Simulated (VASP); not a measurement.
## Hf2N: single point with PBEsol

Crystal: Hf2N.

```
CELL_PARAMETERS angstrom
5.59033 0.00000 0.00000
0.00000 5.59033 0.00000
0.00000 0.00000 2.89605
ATOMIC_POSITIONS crystal
Hf 0.29546 0.29546 0.00000
Hf 0.70454 0.70454 0.00000
Hf 0.79546 0.20454 0.50000
Hf 0.20454 0.79546 0.50000
N 0.00000 0.00000 0.00000
N 0.50000 0.50000 0.50000
```

This cell differs from its parent crystal: ratio of the length along z to the lengths across it x 0.85, volume and fractional coordinates fixed.

* Program: VASP 6.6.1
* Task: single point
* Functional: PBEsol
* Potentials or basis: VASP PAW PBE potentials, release 64 (Hf_pv, N)
* Cutoff: 520 eV
* k mesh: 10 × 10 × 16
* Occupations: gaussian, width 0.15 eV
* Spin: no spin polarisation
* Dipole correction: no
* Further INCAR settings: ALGO = Fast; EDIFF = 1e-06; NBANDS = 34

| Item | Value |
| --- | --- |
| Pressure | 3.4 GPa |
| Largest force | 0.127 eV/Å |
| Band gap on the k mesh | zero (bands 25 and 26 overlap by 1.79 eV) |

Forces on the atoms (eV/Å):
```
Hf   0.090  0.090  0.000
Hf  -0.090 -0.090  0.000
Hf   0.090 -0.090  0.000
Hf  -0.090  0.090  0.000
N    0.000  0.000  0.000
N    0.000  0.000  0.000
```

Stress tensor (GPa, compression positive):
```
-14.18   0.00   0.00
  0.00 -14.18   0.00
  0.00   0.00  38.62
```

Levels at points of the mesh, in eV from the Fermi level:
```csv
k point,band 21,band 22,band 23,band 24,band 25,band 26,band 27,band 28,band 29,band 30
"(0.00, 0.00, 0.00)",-2.79,-2.42,-0.51,-0.08,0.40,0.64,0.64,2.02,2.02,2.79
"(0.50, 0.00, 0.00)",-2.89,-2.89,-1.38,-1.38,0.91,0.91,1.23,1.23,2.57,2.57
"(0.50, 0.50, 0.00)",-2.15,-2.15,-1.93,-1.93,0.89,0.89,1.01,1.01,1.15,1.15
"(0.00, 0.00, 0.50)",-1.56,-1.56,-0.96,-0.96,-0.88,-0.88,1.47,1.47,3.38,3.38
"(0.50, 0.00, 0.50)",-2.05,-2.05,-0.88,-0.88,-0.66,-0.66,1.45,1.45,3.38,3.38
"(0.50, 0.50, 0.50)",-1.41,-1.41,-1.31,-1.31,0.01,0.01,1.07,1.07,2.76,2.76
```

Wall time 18 min on 1 thread of Oxide Virtual Turin-like Processor (shared host), peak memory 0.5 GiB.

Caveat: the stress differs along the axes, from -14 to 39 GPa; the PAW data sets were made with another functional, which shifts forces and pressure a little; spin-orbit coupling is left out, which moves the levels of the heavy elements.
